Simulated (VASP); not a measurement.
# Rh (P6_3/mmc) in VASP: notebook

The runs below take Rh through single point, with PBEsol.

Program: VASP 6.6.1. These are calculated values, not measurements. Logs are shortened: lines on timing, memory, paths and dates and some standing lists are left out, and cuts for length are marked.

## (1) The cell of the first run

It takes space group P6_3/mmc (No. 194, hexagonal). The conventional cell has a = 2.731 Å, b = 2.731 Å, c = 4.428 Å, α = 90.00°, β = 90.00°, γ = 120.00°. Within 3.6 Å of Rh (site symmetry -6m2) lie 12 Rh at 2.72 to 2.73 Å.

## (2) Single point, PBEsol

INCAR reads:

```
ALGO = Normal
EDIFF = 1E-7
ENCUT = 520
GGA = PS
ISIF = 2
ISMEAR = -1
LASPH = T
LCHARG = F
LREAL = F
LWAVE = F
NBANDS = 22
NELM = 60
PREC = Accurate
SIGMA = 0.1
```

KPOINTS reads:

```
k-points
0
Gamma
  13 13 7
```

POSCAR reads:

```
Rh
1.0
    2.7309790000      0.0000000000      0.0000000000
   -1.3654900000      2.3650970000      0.0000000000
    0.0000000000      0.0000000000      4.4284890000
Rh
2
Direct
    0.6666666667      0.3333333333      0.7500000000
    0.3333333333      0.6666666667      0.2500000000
```

Potentials or basis: VASP PAW PBE potentials, release 64 (Rh_pv).

Command:

```sh
$ cat potpaw_PBE.64/Rh_pv/POTCAR > POTCAR
$ mpirun -np 1 vasp_std > vasp.out
```

OUTCAR:

```text
EDIFF = 1E-7
   ENCUT = 520
   GGA = PS
   ISIF = 2
   ISMEAR = -1
   LASPH = T
   LREAL = F
   NELM = 60
   PREC = Accurate

 ion  position               nearest neighbor table
   1  0.667  0.333  0.750-   2 2.72   2 2.72   2 2.72   2 2.72   2 2.72   2 2.72
   2  0.333  0.667  0.250-   1 2.72   1 2.72   1 2.72   1 2.72   1 2.72   1 2.72

  LATTYP: Found a hexagonal cell.
 ALAT       =     2.7309790000
 C/A-ratio  =     1.6215756328

  Lattice vectors:

 A1 = (   2.7309790000,   0.0000000000,   0.0000000000)
 A2 = (  -1.3654900000,   2.3650970000,   0.0000000000)
 A3 = (   0.0000000000,   0.0000000000,   4.4284890000)

Analysis of symmetry for initial positions (statically):
=====================================================================
 Subroutine PRICEL returns:
 Original cell was already a primitive cell.

 Routine SETGRP: Setting up the symmetry group for a
 hexagonal supercell.

 Subroutine GETGRP returns: Found 24 space group operations
 (whereof 12 operations were pure point group operations)
 out of a pool of 24 trial point group operations.

The static configuration has the point symmetry D_3d.
 The point group associated with its full space group is D_6h.

Analysis of symmetry for dynamics (positions and initial velocities):
=====================================================================
 Subroutine PRICEL returns:
 Original cell was already a primitive cell.

 Routine SETGRP: Setting up the symmetry group for a
 hexagonal supercell.

 Subroutine GETGRP returns: Found 24 space group operations
 (whereof 12 operations were pure point group operations)
 out of a pool of 24 trial point group operations.

The dynamic configuration has the point symmetry D_3d.
 The point group associated with its full space group is D_6h.

 Subroutine INISYM returns: Found 24 space group operations
 (whereof 12 operations are pure point group operations),
 and found     1 'primitive' translations

----------------------------------------------------------------------------------------

                                     Primitive cell

  volume of cell :      28.6037

  direct lattice vectors                    reciprocal lattice vectors
     2.730979000  0.000000000  0.000000000     0.366169055  0.211407897  0.000000000
    -1.365490000  2.365097000  0.000000000     0.000000000  0.422815639  0.000000000
     0.000000000  0.000000000  4.428489000     0.000000000  0.000000000  0.225810655

  length of vectors
[... 78 lines left out ...]
   LSORBIT =      F    spin-orbit coupling
   LASPH  =      T    aspherical Exc in radial PAW
   ENCUT  =  520.0 eV  38.22 Ry    6.18 a.u.   5.08  5.08  8.23*2*pi/ulx,y,z
   NELM   =     60;   NELMIN=  2; NELMDL= -5     # of ELM steps
   EDIFF  = 0.1E-06   stopping-criterion for ELM
   LREAL  =      F    real-space projection
   EDIFFG = 0.1E-05   stopping-criterion for IOM
   NSW    =      0    number of steps for IOM
   IBRION =     -1    ionic relax: 0-MD 1-quasi-New 2-CG
   NFREE  =      0    steps in history (QN), initial steepest desc. (CG)
   ISIF   =      2    stress and relaxation
   ISYM   =      2    0-nonsym 1-usesym 2-fastsym
   POTIM  = 0.5000    time-step for ionic-motion
   TEBEG  =    0.0;   TEEND  =   0.0 temperature during run
   PSTRESS=    0.0 pullay stress
   NELECT =      30.0000    total number of electrons
   NUPDOWN=      -1.0000    fix difference up-down
   EMIN   =  10.00;   EMAX   =-10.00  energy-range for DOS
   EFERMI =   0.00;   METHOD = LEGACY
   ISMEAR =    -1;   SIGMA  =   0.10  broadening in eV -4-tet -1-fermi 0-gaus
   EFERMI_NEDOS =   21; number of points for ismear=-14 and -15
   IALGO  =     38    algorithm
   IMIX   =      4    mixing-type and parameters
     AMIX     =   0.40;   BMIX     =  1.00
     AMIX_MAG =   1.60;   BMIX_MAG =  1.00
  volume/ion in A,a.u.               =      14.30        96.51
  Fermi-wavevector in a.u.,A,eV,Ry     =   1.663314  3.143208 37.642069  2.766614
  Thomas-Fermi vector in A             =   2.750053
   LORBIT       =      0    0 simple, 1 ext, 2 COOP (PROOUT), +10 PAW based schemes
   GGA     = PS    functional components
   LHFCALC =     F    Hartree Fock is set to
   AEXX    =    0.0000 exact exchange contribution
   IVDW    =     0    specifies the selected vdW correction
   LEPSILON=     F    determine dielectric tensor
   LRPA    =     F    only Hartree local field effects (RPA)
 non-spin polarized calculation
  energy-cutoff  :      520.00
  volume of cell :       28.60
 maximum number of plane-waves:       785
   NGX = 11   NGY = 11   NGZ = 17

 number of electron      30.0000007 magnetization

 Free energy of the ion-electron system (eV)
  ---------------------------------------------------
  ext. energy  EPLUGINS =         0.00000000
  ---------------------------------------------------
  free energy    TOTEN  =       -16.18389051 eV

  energy without entropy =      -16.06520287  energy(sigma->0) =      -16.12454669

 E-fermi :  11.1377     XC(G=0): -13.9633

 val. band max:       11.1328476701   @ k =   0.3846   0.0000   0.1429
 cond. band min:      11.1492002037   @ k =   0.3846   0.0769   0.1429
 fundamental gap:      0.0163525336
 Fermi energy:        11.1377411791

 k-point     1 :       0.0000    0.0000    0.0000
  band No.  band energies     occupation
      1     -35.8629      2.00000
      2     -35.2864      2.00000
      3     -35.2864      2.00000
      4     -35.2094      2.00000
      5     -35.1932      2.00000
      6     -35.1932      2.00000
[... 589 lines left out ...]
     21      29.0388      0.00000
     22      29.6160      0.00000

 [... further k-points ...]

------------------------ aborting loop because EDIFF is reached ----------------------------------------

  FORCE on cell =-STRESS in cart. coord.  units (eV):
  Direction    XX          YY          ZZ          XY          YZ          ZX
  --------------------------------------------------------------------------------------
  -------------------------------------------------------------------------------------
  Total       -2.2829752     -2.2829749     -2.5720581      0.0000005      0.0000000      0.0000000
  in kB     -127.8759560   -127.8759353   -144.0683111      0.0000270      0.0000000      0.0000000
  external PRESSURE =    -133.2734008 kB  Pullay stress =       0.0000000 kB

 VOLUME and BASIS-vectors are now :
 -----------------------------------------------------------------------------
  energy-cutoff  :      520.00
  volume of cell :       28.60
      direct lattice vectors                 reciprocal lattice vectors
     2.730979000  0.000000000  0.000000000     0.366169055  0.211407897  0.000000000
    -1.365490000  2.365097000  0.000000000     0.000000000  0.422815639  0.000000000
     0.000000000  0.000000000  4.428489000     0.000000000  0.000000000  0.225810655

 POSITION                                       TOTAL-FORCE (eV/Angst)
 -----------------------------------------------------------------------------------
      1.36549      0.78837      3.32137        -0.000000      0.000000      0.000000
     -0.00000      1.57673      1.10712         0.000000     -0.000000      0.000000
 -----------------------------------------------------------------------------------
    total drift:                                0.000000     -0.000000      0.000000

  FREE ENERGIE OF THE ION-ELECTRON SYSTEM (eV)
  ---------------------------------------------------
  free  energy   TOTEN  =       -16.1838905063 eV

  energy  without entropy=      -16.0652028727  energy(sigma->0) =      -16.12454669
```

stdout:

```text
POSCAR found type information on POSCAR Rh
 POSCAR found :  1 types and       2 ions
 scaLAPACK will be used
 -----------------------------------------------------------------------------
|                                                                             |
|                                                                             |
|     You enforced a specific xc type in the INCAR file but a different       |
|     I HOPE YOU KNOW WHAT YOU ARE DOING!                                     |
|                                                                             |
 -----------------------------------------------------------------------------

 LDA part: xc-table for (Slater+PW92), standard interpolation
 POSCAR, INCAR and KPOINTS ok, starting setup
 FFT: planning ... GRIDC
 FFT: planning ... GRID_SOFT
 FFT: planning ... GRID
 WAVECAR not read
 entering main loop
```

Wall time 28 s (1 thread of Intel Xeon Platinum 8488C (Sapphire Rapids), shared host); peak memory 0.17 GiB.

Results:

```
Free energy            : -16.1839 eV
Pressure               : -13.3 GPa
Band gap on the k mesh : zero (band 15 reaches 11.72 eV, above the bottom of band 16 at 9.52 eV)
```

Stress tensor (GPa, compression positive):
```
-12.79   0.00   0.00
  0.00 -12.79   0.00
  0.00   0.00 -14.41
```

Levels at points of the mesh, in eV from the Fermi level:
```csv
k point,band 13,band 14,band 15,band 16,band 17,band 18
"(0.00, 0.00, 0.00)",-2.38,-1.79,-1.79,0.13,0.13,0.66
```

Caveat: the PAW data sets were made with another functional, which shifts forces and pressure a little.

## (3) Single point, PBEsol

INCAR reads:

```
SYSTEM = Rh
PREC = Accurate
ENCUT = 520
EDIFF = 1E-6
ISMEAR = -1
SIGMA = 0.1
LREAL = .FALSE.
LASPH = .TRUE.
NELM = 80
ALGO = Normal
ISIF = 2
LWAVE = .FALSE.
LCHARG = .FALSE.
GGA = PS
NBANDS = 22
```

KPOINTS reads:

```
Automatic mesh
0
G
  13 13 7
  0 0 0
```

POSCAR is that of step 2.

Potentials or basis: VASP PAW PBE potentials, release 64 (Rh_pv).

Command:

```sh
$ cat potpaw_PBE.64/Rh_pv/POTCAR > POTCAR
$ mpirun -np 1 vasp_std > vasp.out
```

OUTCAR:

```text
SYSTEM = Rh
   PREC = Accurate
   ENCUT = 520
   EDIFF = 1E-6
   ISMEAR = -1
   LREAL = .FALSE.
   LASPH = .TRUE.
   NELM = 80
   ISIF = 2
   GGA = PS

 ion  position               nearest neighbor table
   1  0.667  0.333  0.750-   2 2.72   2 2.72   2 2.72   2 2.72   2 2.72   2 2.72
   2  0.333  0.667  0.250-   1 2.72   1 2.72   1 2.72   1 2.72   1 2.72   1 2.72

  LATTYP: Found a hexagonal cell.
 ALAT       =     2.7309790000
 C/A-ratio  =     1.6215756328

  Lattice vectors:

 A1 = (   2.7309790000,   0.0000000000,   0.0000000000)
 A2 = (  -1.3654900000,   2.3650970000,   0.0000000000)
 A3 = (   0.0000000000,   0.0000000000,   4.4284890000)

Analysis of symmetry for initial positions (statically):
=====================================================================
 Subroutine PRICEL returns:
 Original cell was already a primitive cell.

 Routine SETGRP: Setting up the symmetry group for a
 hexagonal supercell.

 Subroutine GETGRP returns: Found 24 space group operations
 (whereof 12 operations were pure point group operations)
 out of a pool of 24 trial point group operations.

The static configuration has the point symmetry D_3d.
 The point group associated with its full space group is D_6h.

Analysis of symmetry for dynamics (positions and initial velocities):
=====================================================================
 Subroutine PRICEL returns:
 Original cell was already a primitive cell.

 Routine SETGRP: Setting up the symmetry group for a
 hexagonal supercell.

 Subroutine GETGRP returns: Found 24 space group operations
 (whereof 12 operations were pure point group operations)
 out of a pool of 24 trial point group operations.

[... 105 lines left out ...]
   IBRION =     -1    ionic relax: 0-MD 1-quasi-New 2-CG
   NFREE  =      0    steps in history (QN), initial steepest desc. (CG)
   ISIF   =      2    stress and relaxation
   ISYM   =      2    0-nonsym 1-usesym 2-fastsym
   POTIM  = 0.5000    time-step for ionic-motion
   TEBEG  =    0.0;   TEEND  =   0.0 temperature during run
   PSTRESS=    0.0 pullay stress
   NELECT =      30.0000    total number of electrons
   NUPDOWN=      -1.0000    fix difference up-down
   EMIN   =  10.00;   EMAX   =-10.00  energy-range for DOS
   EFERMI =   0.00;   METHOD = LEGACY
   ISMEAR =    -1;   SIGMA  =   0.10  broadening in eV -4-tet -1-fermi 0-gaus
   EFERMI_NEDOS =   21; number of points for ismear=-14 and -15
   IALGO  =     38    algorithm
   IMIX   =      4    mixing-type and parameters
     AMIX     =   0.40;   BMIX     =  1.00
     AMIX_MAG =   1.60;   BMIX_MAG =  1.00
  volume/ion in A,a.u.               =      14.30        96.51
  Fermi-wavevector in a.u.,A,eV,Ry     =   1.663314  3.143208 37.642069  2.766614
  Thomas-Fermi vector in A             =   2.750053
   LORBIT       =      0    0 simple, 1 ext, 2 COOP (PROOUT), +10 PAW based schemes
   GGA     = PS    functional components
   LHFCALC =     F    Hartree Fock is set to
   AEXX    =    0.0000 exact exchange contribution
   IVDW    =     0    specifies the selected vdW correction
   LEPSILON=     F    determine dielectric tensor
   LRPA    =     F    only Hartree local field effects (RPA)
 non-spin polarized calculation
  energy-cutoff  :      520.00
  volume of cell :       28.60
 maximum number of plane-waves:       785
   NGX = 11   NGY = 11   NGZ = 17

 number of electron      30.0000007 magnetization

 Free energy of the ion-electron system (eV)
  ---------------------------------------------------
  ext. energy  EPLUGINS =         0.00000000
  ---------------------------------------------------
  free energy    TOTEN  =       -16.18389050 eV

  energy without entropy =      -16.06520287  energy(sigma->0) =      -16.12454668

 E-fermi :  11.1377     XC(G=0): -13.9633

 val. band max:       11.1328476092   @ k =   0.3846   0.0000   0.1429
 cond. band min:      11.1492001615   @ k =   0.3846   0.0769   0.1429
 fundamental gap:      0.0163525523
 Fermi energy:        11.1377411697

 k-point     1 :       0.0000    0.0000    0.0000
  band No.  band energies     occupation
      1     -35.8629      2.00000
      2     -35.2864      2.00000
      3     -35.2864      2.00000
      4     -35.2094      2.00000
      5     -35.1932      2.00000
      6     -35.1932      2.00000
[... 589 lines left out ...]
     21      29.0388      0.00000
     22      29.6160      0.00000

 [... further k-points ...]
[... 5 lines left out ...]
  --------------------------------------------------------------------------------------
  -------------------------------------------------------------------------------------
  Total       -2.2833836     -2.2833832     -2.5719145      0.0000005      0.0000000      0.0000000
  in kB     -127.8988289   -127.8988083   -144.0602703      0.0000270      0.0000000      0.0000000
  external PRESSURE =    -133.2859692 kB  Pullay stress =       0.0000000 kB

 VOLUME and BASIS-vectors are now :
 -----------------------------------------------------------------------------
  energy-cutoff  :      520.00
  volume of cell :       28.60
      direct lattice vectors                 reciprocal lattice vectors
     2.730979000  0.000000000  0.000000000     0.366169055  0.211407897  0.000000000
    -1.365490000  2.365097000  0.000000000     0.000000000  0.422815639  0.000000000
     0.000000000  0.000000000  4.428489000     0.000000000  0.000000000  0.225810655

 POSITION                                       TOTAL-FORCE (eV/Angst)
 -----------------------------------------------------------------------------------
      1.36549      0.78837      3.32137         0.000000      0.000000      0.000000
     -0.00000      1.57673      1.10712        -0.000000     -0.000000      0.000000
 -----------------------------------------------------------------------------------
    total drift:                                0.000000     -0.000000      0.000000

  FREE ENERGIE OF THE ION-ELECTRON SYSTEM (eV)
  ---------------------------------------------------
  free  energy   TOTEN  =       -16.1838905000 eV

  energy  without entropy=      -16.0652028694  energy(sigma->0) =      -16.12454668
```

OSZICAR:

```text
N       E                     dE             d eps       ncg     rms          rms(c)
DAV:   1     0.324315219213E+03    0.32432E+03   -0.18990E+04  3728   0.157E+03
DAV:   2    -0.102410626708E+02   -0.33456E+03   -0.32272E+03  3864   0.471E+02
DAV:   3    -0.173850023788E+02   -0.71439E+01   -0.71002E+01  4344   0.778E+01
DAV:   4    -0.174318034292E+02   -0.46801E-01   -0.46796E-01  4120   0.636E+00
DAV:   5    -0.174325545316E+02   -0.75110E-03   -0.75110E-03  4368   0.832E-01    0.144E+01
DAV:   6    -0.162247582907E+02    0.12078E+01   -0.29131E+00  4044   0.180E+01    0.428E+00
DAV:   7    -0.161920417441E+02    0.32717E-01   -0.43196E-02  4296   0.177E+00    0.208E+00
DAV:   8    -0.161843472023E+02    0.76945E-02   -0.82823E-03  3936   0.105E+00    0.361E-01
DAV:   9    -0.161838795099E+02    0.46769E-03   -0.36128E-04  4356   0.230E-01    0.324E-02
DAV:  10    -0.161838904611E+02   -0.10951E-04   -0.56354E-06  4202   0.241E-02    0.630E-03
DAV:  11    -0.161838905000E+02   -0.38884E-07   -0.62428E-07  2640   0.799E-03
   1 F= -.16183891E+02 E0= -.16124547E+02  d E =-.118688E+00
```

stdout:

```text
POSCAR found type information on POSCAR Rh
 POSCAR found :  1 types and       2 ions
 scaLAPACK will be used
 -----------------------------------------------------------------------------
|                                                                             |
|                                                                             |
|     You enforced a specific xc type in the INCAR file but a different       |
|     I HOPE YOU KNOW WHAT YOU ARE DOING!                                     |
|                                                                             |
 -----------------------------------------------------------------------------

 LDA part: xc-table for (Slater+PW92), standard interpolation
 POSCAR, INCAR and KPOINTS ok, starting setup
 FFT: planning ... GRIDC
 FFT: planning ... GRID_SOFT
 FFT: planning ... GRID
 WAVECAR not read
 entering main loop
```

Run time: 28 s. Hardware: 1 thread of Intel Xeon Platinum 8488C (Sapphire Rapids), shared host; peak memory 0.17 GiB.

What came out:

```yaml
Free_energy: -16.1839 eV
Pressure: -13.3 GPa
Band_gap_on_the_k_mesh: zero (band 15 reaches 11.72 eV, above the bottom of band 16 at 9.52 eV)
```

Stress tensor (GPa, compression positive):
```
-12.79   0.00   0.00
  0.00 -12.79   0.00
  0.00   0.00 -14.41
```

Caveat: the PAW data sets were made with another functional, which shifts forces and pressure a little.
